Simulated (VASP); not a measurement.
# Cu12CO in VASP: single point with PBE+D3(BJ)

Aim: the single point of Cu12CO with PBE+D3(BJ).

Program: VASP 6.6.1. These are calculated values, not measurements. Logs are shortened: lines on timing, memory, paths and dates and some standing lists are left out, and cuts for length are marked.

### Step 1. The cell of the first run

The cell holds a slab with vacuum, 14 atoms: a = 5.105 Å, b = 5.105 Å, c = 19.168 Å, α = 90.00°, β = 90.00°, γ = 60.00°.

### Step 2. Single point, PBE+D3(BJ)

Input file INCAR:

```
  ALGO = Normal
  EDIFF = 1E-6
  ENCUT = 610
  GGA = PE
  GGA_COMPAT = False
  ISIF = 2
  ISMEAR = -1
  IVDW = 12
  LASPH = True
  LCHARG = True
  LELF = True
  LREAL = False
  LVHAR = True
  LWAVE = False
  NBANDS = 132
  NELM = 120
  NELMDL = -8
  PREC = Accurate
  SIGMA = 0.05
```

Input file KPOINTS:

```
k-points
0
Gamma
  2 2 1
```

Input file POSCAR:

```
Cu12CO
1.0
    5.1053110000      0.0000000000      0.0000000000
    2.5526550000      4.4213290000      0.0000000000
    0.0000000000      0.0000000000     19.1684690000
Cu C O
12 1 1
Direct
    0.1666599093      0.1666693431      0.0521690073
    0.6666686257      0.1666693431      0.0521690073
    0.1666700955      0.6666773723      0.0521690073
    0.6666592245      0.6666773723      0.0521690073
   -0.1685719311      0.3262141315      0.1495528933
    0.3446054631      0.3468866488      0.1402511593
   -0.1682280625      0.8304516583      0.1483999583
    0.3259789280      0.8306552170      0.1493703018
   -0.0136255831     -0.0156061673      0.2553829416
    0.5294067037     -0.0251055735      0.2456638556
   -0.0378114035      0.5400412410      0.2488879002
    0.5215455187      0.5223768690      0.2578192343
    0.7573392964      0.6402147409      0.3621989842
    0.7303233353      0.7022775279      0.4220316187
```

Potentials or basis: VASP PAW PBE potentials, release 64 (Cu_sv_GW, C, O).

The run is started by

```console
cat potpaw_PBE.64/Cu_sv_GW/POTCAR potpaw_PBE.64/C/POTCAR potpaw_PBE.64/O/POTCAR > POTCAR
mpirun -np 1 vasp_std > vasp.out
```

OUTCAR:

```text
EDIFF = 1E-6
   ENCUT = 610
   GGA = PE
   ISIF = 2
   ISMEAR = -1
   IVDW = 12
   LASPH = True
   LREAL = False
   NELM = 120
   NELMDL = -8
   PREC = Accurate
 IVDW          = 12

 ion  position               nearest neighbor table
   1  0.167  0.167  0.052-   6 2.31   8 2.38   5 2.38   3 2.55   2 2.55   4 2.55   4 2.55   2 2.55
                             3 2.55
   2  0.667  0.167  0.052-   6 2.21   5 2.35   7 2.37   1 2.55   4 2.55   3 2.55   4 2.55   3 2.55
                             1 2.55
   3  0.167  0.667  0.052-   6 2.20   8 2.35   7 2.37   1 2.55   4 2.55   2 2.55   2 2.55   4 2.55
                             1 2.55
   4  0.667  0.667  0.052-   7 2.35   8 2.40   5 2.40   3 2.55   1 2.55   2 2.55   2 2.55   1 2.55
                             3 2.55
   5  0.831  0.326  0.150-   2 2.35   1 2.38   4 2.40   6 2.44  11 2.45  12 2.50   8 2.53   7 2.53
                             9 2.53   7 2.58   8 2.58
   6  0.345  0.347  0.140-   3 2.20   2 2.21   1 2.31   8 2.43   5 2.44   7 2.55   7 2.57  10 2.61

   7  0.832  0.830  0.148-  10 2.29  11 2.32   4 2.35   3 2.37   2 2.37   9 2.46   8 2.52   5 2.53
                             6 2.55   6 2.57   5 2.58   8 2.58
   8  0.326  0.831  0.149-   3 2.35   1 2.38   4 2.40  10 2.41   6 2.43  12 2.49   7 2.52   5 2.53
                             9 2.53   5 2.58   7 2.58
   9  0.986  0.984  0.255-  11 2.34  10 2.36   7 2.46   8 2.53   5 2.53  12 2.57  12 2.58
  10  0.529  0.975  0.246-  11 2.22   7 2.29  12 2.34   9 2.36   8 2.41   6 2.61
  11  0.962  0.540  0.249-  10 2.22  12 2.30   7 2.32   9 2.34  13 2.35   5 2.45
  12  0.522  0.522  0.258-  11 2.30  10 2.34   8 2.49   5 2.50   9 2.57   9 2.58
  13  0.757  0.640  0.362-  14 1.18  11 2.35
  14  0.730  0.702  0.422-  13 1.18

  LATTYP: Found a hexagonal cell.
 ALAT       =     5.1053107325
 C/A-ratio  =     3.7546135788

  Lattice vectors:

 A1 = (  -2.5526550000,  -4.4213290000,   0.0000000000)
 A2 = (   5.1053110000,   0.0000000000,   0.0000000000)
 A3 = (   0.0000000000,   0.0000000000,  19.1684690000)

Analysis of symmetry for initial positions (statically):
=====================================================================
 Subroutine PRICEL returns:
 Original cell was already a primitive cell.

 Routine SETGRP: Setting up the symmetry group for a
 hexagonal supercell.

 Subroutine GETGRP returns: Found  1 space group operations
 (whereof  1 operations were pure point group operations)
 out of a pool of 24 trial point group operations.

[... 130 lines left out ...]
   EMIN   =  10.00;   EMAX   =-10.00  energy-range for DOS
   EFERMI =   0.00;   METHOD = LEGACY
   ISMEAR =    -1;   SIGMA  =   0.05  broadening in eV -4-tet -1-fermi 0-gaus
   EFERMI_NEDOS =   21; number of points for ismear=-14 and -15
   IALGO  =     38    algorithm
   IMIX   =      4    mixing-type and parameters
     AMIX     =   0.40;   BMIX     =  1.00
     AMIX_MAG =   1.60;   BMIX_MAG =  1.00
  volume/ion in A,a.u.               =      30.91       208.56
  Fermi-wavevector in a.u.,A,eV,Ry     =   1.341363  2.534809 24.480347  1.799255
  Thomas-Fermi vector in A             =   2.469603
   LORBIT       =      0    0 simple, 1 ext, 2 COOP (PROOUT), +10 PAW based schemes
   GGA     = PE    functional components
   LHFCALC =     F    Hartree Fock is set to
   AEXX    =    0.0000 exact exchange contribution
   IVDW    =    12    specifies the selected vdW correction
   LEPSILON=     F    determine dielectric tensor
   LRPA    =     F    only Hartree local field effects (RPA)
 non-spin polarized calculation
  energy-cutoff  :      610.00
  volume of cell :      432.68
 maximum number of plane-waves:     14828
 NGX is ok and might be reduce to    42
   NGX = 21   NGY = 21   NGZ = 77

 number of electron     237.9999969 magnetization

 Free energy of the ion-electron system (eV)
  ---------------------------------------------------
  ext. energy  EPLUGINS =         0.00000000
  ---------------------------------------------------
  free energy    TOTEN  =       -53.50163828 eV

  energy without entropy =      -53.43820662  energy(sigma->0) =      -53.46992245

 E-fermi :  -0.1350     XC(G=0):  -5.7645

 val. band max:       -0.2334832501   @ k =   0.0000   0.5000   0.0000
 cond. band min:      -0.0901943875   @ k =   0.5000   0.5000   0.0000
 fundamental gap:      0.1432888625
 Fermi energy:        -0.1350454566

 k-point     1 :       0.0000    0.0000    0.0000
  band No.  band energies     occupation
      1    -112.9776      2.00000
      2    -112.8629      2.00000
      3    -112.7906      2.00000
      4    -112.7723      2.00000
      5    -112.7664      2.00000
      6    -112.7508      2.00000
[... 525 lines left out ...]
    130       5.4452      0.00000
    131       5.5699      0.00000
 [bands above 131 left out]

------------------------ aborting loop because EDIFF is reached ----------------------------------------

 Edisp (eV)   -5.07118

 E8    (eV) :    -2.2542

  FORCE on cell =-STRESS in cart. coord.  units (eV):
  Direction    XX          YY          ZZ          XY          YZ          ZX
  --------------------------------------------------------------------------------------
  -------------------------------------------------------------------------------------
  Total       1.83229     2.26219     2.42238    -0.00792    -1.30126    -0.35044
  in kB       6.78489     8.37678     8.96996    -0.02934    -4.81852    -1.29767
  external pressure =        8.04 kB  Pullay stress =        0.00 kB

 VOLUME and BASIS-vectors are now :
 -----------------------------------------------------------------------------
  energy-cutoff  :      610.00
  volume of cell :      432.68
      direct lattice vectors                 reciprocal lattice vectors
     5.105311000  0.000000000  0.000000000     0.195874453 -0.113088147  0.000000000
     2.552655000  4.421329000  0.000000000     0.000000000  0.226176337  0.000000000
     0.000000000  0.000000000 19.168469000     0.000000000  0.000000000  0.052169007

 POSITION                                       TOTAL-FORCE (eV/Angst)
 -----------------------------------------------------------------------------------
      1.27630      0.73690      1.00000        -0.268464     -0.168903     -1.034381
      3.82900      0.73690      1.00000         0.604060     -0.466710     -1.850555
      2.55270      2.94760      1.00000        -0.088270      0.749112     -1.958024
      5.10530      2.94760      1.00000        -0.097256     -0.027617     -0.970863
      5.07741      1.44230      2.86670         0.532120      0.124510      0.998208
      2.64480      1.53370      2.68840        -1.066107     -0.589394      3.592301
      6.36631      3.67170      2.84460         0.192957      0.026083     -0.233815
      3.78460      3.67260      2.86320         0.310626      0.380905      0.957257
      7.54857      4.35233      4.89530         1.381544      0.803563     -0.104560
      5.19136      4.31033      4.70900        -1.449745      2.790240      0.559301
      6.29081      2.38770      4.77080         1.522397     -2.570744      1.118126
      3.99610      2.30960      4.94200        -1.600723     -0.843510      0.014785
      5.50070      2.83060      6.94280         0.093418      0.248295      1.072899
      5.52120      3.10500      8.08970        -0.066557     -0.455829     -2.160678
 -----------------------------------------------------------------------------------
    total drift:                               -0.003189     -0.000525     -0.022997

  FREE ENERGIE OF THE ION-ELECTRON SYSTEM (eV)
  ---------------------------------------------------
  free  energy   TOTEN  =       -58.5728172629 eV

  energy  without entropy=      -58.5093855992  energy(sigma->0) =      -58.54110143
```

It took 27 min on 1 thread of Intel Xeon Platinum 8375C at 2.90GHz (Ice Lake), shared host; peak memory 0.71 GiB.

Results:

```yaml
Free_energy: -58.5728 eV
Largest_force: 3.793 eV/Å
Band_gap_on_the_k_mesh: 0.14 eV (least direct gap 0.17 eV)
Dispersion_energy_per_atom: -0.362 eV
```

Forces on the atoms (eV/Å):
```
Cu  -0.268 -0.169 -1.034
Cu   0.604 -0.467 -1.851
Cu  -0.088  0.749 -1.958
Cu  -0.097 -0.028 -0.971
Cu   0.532  0.125  0.998
Cu  -1.066 -0.589  3.592
Cu   0.193  0.026 -0.234
Cu   0.311  0.381  0.957
Cu   1.382  0.804 -0.105
Cu  -1.450  2.790  0.559
Cu   1.522 -2.571  1.118
Cu  -1.601 -0.844  0.015
C    0.093  0.248  1.073
O   -0.067 -0.456 -2.161
```

Caveat: the k points lie up to 0.71 Å⁻¹ apart; there is no dipole correction, which matters where the two faces differ.
